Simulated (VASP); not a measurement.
Here is a VASP 6.6.1 calculation.

INCAR

```
  ALGO = Normal
  EDIFF = 1E-6
  ENCUT = 520
  GGA = PE
  ISIF = 2
  ISMEAR = 0
  LASPH = T
  LCHARG = F
  LREAL = F
  LWAVE = F
  NBANDS = 34
  NELM = 100
  PREC = Accurate
  SIGMA = 0.01
```

The input KPOINTS:

```
k-points
0
Gamma
  8 8 7
```

Contents of POSCAR:

```
Ga
1.0
    2.3107968683     -3.8729233244      0.0000000000
    2.3107968683      3.8729233244      0.0000000000
    0.0000000000      0.0000000000      4.5463111460
Ga
4
Direct
    0.8442122196      0.1557877804      0.0839449706
    0.6557877804      0.3442122196      0.5839449706
    0.1557877804      0.8442122196      0.9160550294
    0.3442122196      0.6557877804      0.4160550294
```

Potentials or basis: VASP PAW PBE potentials, release 64 (Ga_d).

Launch:

```bash
$ cat potpaw_PBE.64/Ga_d/POTCAR > POTCAR
$ mpirun -np 1 vasp_std > vasp.out
```

(1) Predict the band gap on the k mesh.

(2) Predict the pressure.

## Answers

(1) zero (band 26 reaches 4.92 eV, above the bottom of band 27 at 4.03 eV).

(2) 0.2 GPa.
